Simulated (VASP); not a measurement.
# SiGe (P6_3mc) in VASP: notebook

Runs on SiGe. Level: PBEsol. Tasks: single point.

Everything below comes from runs of VASP 6.6.1. Logs are shortened: lines on timing, memory, paths and dates and some standing lists are left out, and cuts for length are marked.

### 1 The cell of the first run

Symmetry: P6_3mc, No. 186, hexagonal system. Conventional cell: a = 3.969 Å, b = 3.969 Å, c = 6.556 Å, α = 90.00°, β = 90.00°, γ = 120.00°. Si (site symmetry 3m) has 4 Ge at 2.35 to 2.47 Å within 3.1 Å. Within 3.1 Å of Ge (site symmetry 3m) lie 4 Si at 2.35 to 2.47 Å.

### 2 Single point, PBEsol (atoms shifted along a free coordinate)

Input file INCAR:

```
SYSTEM = SiGe
ALGO = Normal
EDIFF = 1E-6
ENCUT = 520
GGA = PS
ISIF = 2
ISMEAR = 0
LASPH = .True.
LCHARG = .False.
LREAL = .False.
LWAVE = .False.
NBANDS = 26
NELM = 100
PREC = Accurate
SIGMA = 0.03
```

Input file KPOINTS:

```
k-points
0
Gamma
  12 12 6
  0 0 0
```

Input file POSCAR:

```
SiGe
1.0
    3.9686298291      0.0000000000      0.0000000000
   -1.9843149145      3.4369342502      0.0000000000
    0.0000000000      0.0000000000      6.5557570282
Si Ge
2 2
Direct
    0.6666666667      0.3333333333      0.8745463082
    0.3333333333      0.6666666667      0.3745463082
    0.6666666667      0.3333333333      0.5159730348
    0.3333333333      0.6666666667      0.0159730348
```

Potentials or basis: VASP PAW PBE potentials, release 64 (Si, Ge_d).

Run with:

```
> cat potpaw_PBE.64/Si/POTCAR potpaw_PBE.64/Ge_d/POTCAR > POTCAR
> mpirun -np 1 vasp_std > vasp.out
```

OUTCAR:

```text
SYSTEM = SiGe
   EDIFF = 1E-6
   ENCUT = 520
   GGA = PS
   ISIF = 2
   ISMEAR = 0
   LASPH = .True.
   LREAL = .False.
   NELM = 100
   PREC = Accurate

 ion  position               nearest neighbor table
   1  0.667  0.333  0.875-   3 2.35   4 2.47   4 2.47   4 2.47
   2  0.333  0.667  0.375-   4 2.35   3 2.47   3 2.47   3 2.47
   3  0.667  0.333  0.516-   1 2.35   2 2.47   2 2.47   2 2.47
   4  0.333  0.667  0.016-   2 2.35   1 2.47   1 2.47   1 2.47

  LATTYP: Found a hexagonal cell.
 ALAT       =     3.9686298291
 C/A-ratio  =     1.6518943087

  Lattice vectors:

 A1 = (   3.9686298291,   0.0000000000,   0.0000000000)
 A2 = (  -1.9843149145,   3.4369342502,   0.0000000000)
 A3 = (   0.0000000000,   0.0000000000,   6.5557570282)

Analysis of symmetry for initial positions (statically):
=====================================================================
 Subroutine PRICEL returns:
 Original cell was already a primitive cell.

 Routine SETGRP: Setting up the symmetry group for a
 hexagonal supercell.

 Subroutine GETGRP returns: Found 12 space group operations
 (whereof  6 operations were pure point group operations)
 out of a pool of 24 trial point group operations.

The static configuration has the point symmetry C_3v.
 The point group associated with its full space group is C_6v.

Analysis of symmetry for dynamics (positions and initial velocities):
=====================================================================
 Subroutine PRICEL returns:
 Original cell was already a primitive cell.

 Routine SETGRP: Setting up the symmetry group for a
 hexagonal supercell.

 Subroutine GETGRP returns: Found 12 space group operations
 (whereof  6 operations were pure point group operations)
 out of a pool of 24 trial point group operations.

The dynamic configuration has the point symmetry C_3v.
 The point group associated with its full space group is C_6v.

 Subroutine INISYM returns: Found 12 space group operations
 (whereof  6 operations are pure point group operations),
 and found     1 'primitive' translations

----------------------------------------------------------------------------------------

                                     Primitive cell

  volume of cell :      89.4200

  direct lattice vectors                    reciprocal lattice vectors
     3.968629829  0.000000000  0.000000000     0.251976134  0.145478489  0.000000000
    -1.984314915  3.436934250  0.000000000     0.000000000  0.290956977  0.000000000
     0.000000000  0.000000000  6.555757028     0.000000000  0.000000000  0.152537685

  length of vectors
     3.968629829  3.968629829  6.555757028     0.290956977  0.290956977  0.152537685

  position of ions in fractional coordinates (direct lattice)
     0.666666667  0.333333333  0.874546308
     0.333333333  0.666666667  0.374546308
     0.666666667  0.333333333  0.515973035
     0.333333333  0.666666667  0.015973035

  ion indices of the primitive-cell ions
   primitive index   ion index
                 1           1
                 2           2
                 3           3
                 4           4

----------------------------------------------------------------------------------------

 KPOINTS: k-points

Automatic generation of k-mesh.
 Grid dimensions read from file:
 generate k-points for:   12   12    6

 Generating k-lattice:

  Cartesian coordinates                     Fractional coordinates (reciprocal lattice)
     0.020998011  0.012123207  0.000000000     0.083333333 -0.000000000  0.000000000
     0.000000000  0.024246415  0.000000000     0.000000000  0.083333333  0.000000000
     0.000000000  0.000000000  0.025422947     0.000000000  0.000000000  0.166666667

  Length of vectors
     0.024246415  0.024246415  0.025422947

  Shift w.r.t. Gamma in fractional coordinates (k-lattice)
     0.000000000  0.000000000  0.000000000

 Subroutine IBZKPT returns following result:
 ===========================================

 Found     76 irreducible k-points:

 Following reciprocal coordinates:
            Coordinates               Weight
  0.000000  0.000000  0.000000      1.000000
  0.083333  0.000000  0.000000      6.000000
  0.166667 -0.000000  0.000000      6.000000
  0.250000  0.000000  0.000000      6.000000
  0.333333  0.000000  0.000000      6.000000
  0.416667 -0.000000  0.000000      6.000000
[... 16 lines left out ...]
  0.250000  0.000000  0.166667     12.000000
  0.333333  0.000000  0.166667     12.000000
 [... further k-points ...]
   k-points           NKPTS =     76   k-points in BZ     NKDIM =     76   number of bands    NBANDS=     26
   number of dos      NEDOS =    301   number of ions     NIONS =      4
   total plane-waves  NPLWV =  45000
   dimension x,y,z NGX =    30 NGY =   30 NGZ =   50
   dimension x,y,z NGXF=    60 NGYF=   60 NGZF=  100
   ions per type =               2   2
   NGX,Y,Z   is equivalent  to a cutoff of  12.57, 12.57, 12.68 a.u.
   NGXF,Y,Z  is equivalent  to a cutoff of  25.13, 25.13, 25.36 a.u.
 SYSTEM =  SiGe
   PREC   = accura    normal or accurate (medium, high low for compatibility)
   ISTART =      0    job   : 0-new  1-cont  2-samecut
   ICHARG =      2    charge: 1-file 2-atom 10-const
   ISPIN  =      1    spin polarized calculation?
   LNONCOLLINEAR =      F non collinear calculations
   LSORBIT =      F    spin-orbit coupling
   LASPH  =      T    aspherical Exc in radial PAW
   ENCUT  =  520.0 eV  38.22 Ry    6.18 a.u.   7.38  7.38 12.19*2*pi/ulx,y,z
   NELM   =    100;   NELMIN=  2; NELMDL= -5     # of ELM steps
   EDIFF  = 0.1E-05   stopping-criterion for ELM
   LREAL  =      F    real-space projection
   EDIFFG = 0.1E-04   stopping-criterion for IOM
   NSW    =      0    number of steps for IOM
   IBRION =     -1    ionic relax: 0-MD 1-quasi-New 2-CG
   NFREE  =      0    steps in history (QN), initial steepest desc. (CG)
   ISIF   =      2    stress and relaxation
   ISYM   =      2    0-nonsym 1-usesym 2-fastsym
   POTIM  = 0.5000    time-step for ionic-motion
   TEBEG  =    0.0;   TEEND  =   0.0 temperature during run
   PSTRESS=    0.0 pullay stress
   NELECT =      36.0000    total number of electrons
   NUPDOWN=      -1.0000    fix difference up-down
   EMIN   =  10.00;   EMAX   =-10.00  energy-range for DOS
   EFERMI =   0.00;   METHOD = LEGACY
   ISMEAR =     0;   SIGMA  =   0.03  broadening in eV -4-tet -1-fermi 0-gaus
   EFERMI_NEDOS =   21; number of points for ismear=-14 and -15
   IALGO  =     38    algorithm
   IMIX   =      4    mixing-type and parameters
     AMIX     =   0.40;   BMIX     =  1.00
     AMIX_MAG =   1.60;   BMIX_MAG =  1.00
  volume/ion in A,a.u.               =      22.36       150.86
  Fermi-wavevector in a.u.,A,eV,Ry     =   1.208827  2.284352 19.881682  1.461262
  Thomas-Fermi vector in A             =   2.344423
   LORBIT       =      0    0 simple, 1 ext, 2 COOP (PROOUT), +10 PAW based schemes
   GGA     = PS    functional components
   LHFCALC =     F    Hartree Fock is set to
   AEXX    =    0.0000 exact exchange contribution
   IVDW    =     0    specifies the selected vdW correction
   LEPSILON=     F    determine dielectric tensor
   LRPA    =     F    only Hartree local field effects (RPA)
 non-spin polarized calculation
 Gauss-broadening in eV      SIGMA  =   0.03
  energy-cutoff  :      520.00
  volume of cell :       89.42
 maximum number of plane-waves:      2448
 NGX is ok and might be reduce to    30
   NGX = 15   NGY = 15   NGZ = 25

 number of electron      36.0000017 magnetization

 Free energy of the ion-electron system (eV)
  ---------------------------------------------------
  ext. energy  EPLUGINS =         0.00000000
  ---------------------------------------------------
  free energy    TOTEN  =       -21.07848646 eV

  energy without entropy =      -21.07832901  energy(sigma->0) =      -21.07840774

 E-fermi :   5.2923     XC(G=0):  -9.6622

 val. band max:        5.1678993987   @ k =   0.0833   0.0000   0.0000
 cond. band min:       5.3143794040   @ k =   0.4167  -0.0000   0.3333
 fundamental gap:      0.1464800054
 Fermi energy:         5.2922579579

 k-point     1 :       0.0000    0.0000    0.0000
  band No.  band energies     occupation
      1     -19.4632      2.00000
      2     -19.4626      2.00000
      3     -19.4509      2.00000
      4     -19.4509      2.00000
      5     -19.4480      2.00000
      6     -19.4480      2.00000
[... 18 lines left out ...]
     25       9.4086      0.00000
     26      11.3121      0.00000

 k-point     2 :       0.0833    0.0000    0.0000
  band No.  band energies     occupation
      1     -19.4630      2.00000
      2     -19.4625      2.00000
      3     -19.4511      2.00000
      4     -19.4507      2.00000
      5     -19.4481      2.00000
      6     -19.4477      2.00000
[... 18 lines left out ...]
     25       9.7042      0.00000
     26      10.8673      0.00000

 k-point     3 :       0.1667   -0.0000    0.0000
  band No.  band energies     occupation
      1     -19.4623      2.00000
      2     -19.4620      2.00000
      3     -19.4514      2.00000
      4     -19.4501      2.00000
      5     -19.4483      2.00000
      6     -19.4468      2.00000
[... 18 lines left out ...]
     25      10.1583      0.00000
     26      10.4724      0.00000

 k-point     4 :       0.2500    0.0000    0.0000
  band No.  band energies     occupation
      1     -19.4619      2.00000
      2     -19.4610      2.00000
      3     -19.4519      2.00000
      4     -19.4495      2.00000
      5     -19.4485      2.00000
      6     -19.4457      2.00000
[... 18 lines left out ...]
     25      11.3286      0.00000
     26      11.5135      0.00000
[... 496 lines left out ...]
      1     -19.4623      2.00000
      2     -19.4620      2.00000
      3     -19.4512      2.00000
      4     -19.4499      2.00000
      5     -19.4485      2.00000
      6     -19.4471      2.00000
[... 18 lines left out ...]
     25      10.2344      0.00000
     26      10.5262      0.00000

 k-point    23 :       0.2500    0.0000    0.1667
  band No.  band energies     occupation
      1     -19.4619      2.00000
      2     -19.4612      2.00000
      3     -19.4516      2.00000
      4     -19.4492      2.00000
      5     -19.4487      2.00000
      6     -19.4459      2.00000
[... 18 lines left out ...]
     25      11.0426      0.00000
     26      11.2284      0.00000

 k-point    24 :       0.3333    0.0000    0.1667
  band No.  band energies     occupation
      1     -19.4618      2.00000
      2     -19.4603      2.00000
      3     -19.4520      2.00000
      4     -19.4487      2.00000
      5     -19.4486      2.00000
      6     -19.4449      2.00000
[... 18 lines left out ...]
     25      11.9130      0.00000
     26      12.2467      0.00000

 [... further k-points ...]

------------------------ aborting loop because EDIFF is reached ----------------------------------------

  FORCE on cell =-STRESS in cart. coord.  units (eV):
  Direction    XX          YY          ZZ          XY          YZ          ZX
  --------------------------------------------------------------------------------------
  -------------------------------------------------------------------------------------
  Total       -2.9066945     -2.9066945     -0.1567737     -0.0000000      0.0000000      0.0000000
  in kB      -52.0805194    -52.0805194     -2.8089834     -0.0000000      0.0000000      0.0000000
  external PRESSURE =     -35.6566741 kB  Pullay stress =       0.0000000 kB

 VOLUME and BASIS-vectors are now :
 -----------------------------------------------------------------------------
  energy-cutoff  :      520.00
  volume of cell :       89.42
      direct lattice vectors                 reciprocal lattice vectors
     3.968629829  0.000000000  0.000000000     0.251976134  0.145478489  0.000000000
    -1.984314915  3.436934250  0.000000000     0.000000000  0.290956977  0.000000000
     0.000000000  0.000000000  6.555757028     0.000000000  0.000000000  0.152537685

 POSITION                                       TOTAL-FORCE (eV/Angst)
 -----------------------------------------------------------------------------------
      1.98431      1.14564      5.73331         0.000000     -0.000000      1.280402
     -0.00000      2.29129      2.45543         0.000000      0.000000      1.280402
      1.98431      1.14564      3.38259        -0.000000      0.000000     -1.280402
     -0.00000      2.29129      0.10472         0.000000     -0.000000     -1.280402
 -----------------------------------------------------------------------------------
    total drift:                                0.000000      0.000000      0.001101

  FREE ENERGIE OF THE ION-ELECTRON SYSTEM (eV)
  ---------------------------------------------------
  free  energy   TOTEN  =       -21.0784864623 eV

  energy  without entropy=      -21.0783290101  energy(sigma->0) =      -21.07840774
```

Wall time 3.2 min (1 thread of Intel Xeon 8259CL, shared host); peak memory 0.3 GiB.

Results:

```yaml
Free_energy: -21.0785 eV
Pressure: -3.6 GPa
Largest_force: 1.280 eV/Å
Band_gap_on_the_k_mesh: zero (bands 18 and 19 overlap by 0.01 eV)
```

Forces in eV/Å, atoms in the order of the input:
```
Si   0.000  0.000  1.280
Si   0.000  0.000  1.280
Ge   0.000  0.000 -1.280
Ge   0.000  0.000 -1.280
```

Caveat: the cell differs from its parent crystal (atoms shifted along a free coordinate); the cell stands under tension; semilocal functionals underestimate gaps, and a narrow one can read as zero; the PAW data sets were made with another functional, which shifts forces and pressure a little.

### 3 Single point, PBEsol (atoms shifted along a free coordinate)

Input file INCAR:

```
  ALGO = Normal
  EDIFF = 1E-6
  ENCUT = 520
  GGA = PS
  ISIF = 2
  ISMEAR = 0
  LASPH = T
  LCHARG = F
  LREAL = F
  LWAVE = F
  NBANDS = 26
  NELM = 60
  PREC = Accurate
  SIGMA = 0.03
```

Input file KPOINTS:

```
k-points
0
Gamma
  12 12 6
```

POSCAR: that of step 2 with these lines changed.

```diff
@@ -10,3 +10,3 @@
     0.3333333333      0.6666666667      0.3745463082
-    0.6666666667      0.3333333333      0.5159730348
-    0.3333333333      0.6666666667      0.0159730348
+    0.6666666667      0.3333333333      0.4849323488
+    0.3333333333      0.6666666667     -0.0150676512
```

Potentials or basis: VASP PAW PBE potentials, release 64 (Si, Ge_d).

Run with:

```
> cat potpaw_PBE.64/Si/POTCAR potpaw_PBE.64/Ge_d/POTCAR > POTCAR
> mpirun -np 1 vasp_std > vasp.out
```

Run time: 3 min. Hardware: 1 thread of Intel Xeon 8259CL, shared host; peak memory 0.3 GiB.

The run converged. Its results:

- Free energy: -21.1071 eV
- Pressure: -3.4 GPa
- Largest force: 0.929 eV/Å
- Band gap on the k mesh: 0.02 eV (least direct gap 0.22 eV)

Forces on the atoms (eV/Å):
```
Si   0.000  0.000 -0.929
Si   0.000  0.000 -0.929
Ge   0.000  0.000  0.929
Ge   0.000  0.000  0.929
```

Stress tensor (GPa, compression positive):
```
-2.09  0.00  0.00
 0.00 -2.09  0.00
 0.00  0.00 -5.93
```

Levels at points of the mesh, in eV from the valence-band top:
```csv
k point,band 15,band 16,band 17,band 18,band 19,band 20,band 21,band 22
"(0.00, 0.00, 0.00)",-1.70,-0.37,-0.37,-0.07,0.15,0.92,2.05,2.05
"(0.50, 0.00, 0.00)",-4.39,-3.22,-2.66,-1.81,0.19,1.64,3.51,3.63
"(0.00, 0.00, 0.50)",-1.16,-1.16,-1.16,-1.16,0.69,0.69,2.92,2.92
"(0.50, 0.00, 0.50)",-2.64,-2.64,-2.36,-2.36,0.56,0.56,1.54,1.54
```

Caveat: the cell differs from its parent crystal (atoms shifted along a free coordinate); the cell stands under tension; the smearing spreads over this small gap; semilocal functionals underestimate gaps, and a narrow one can read as zero; the PAW data sets were made with another functional, which shifts forces and pressure a little. A k mesh can miss the band edges.

The gap in the log of VASP goes by the Fermi energy; the results here count the filled bands.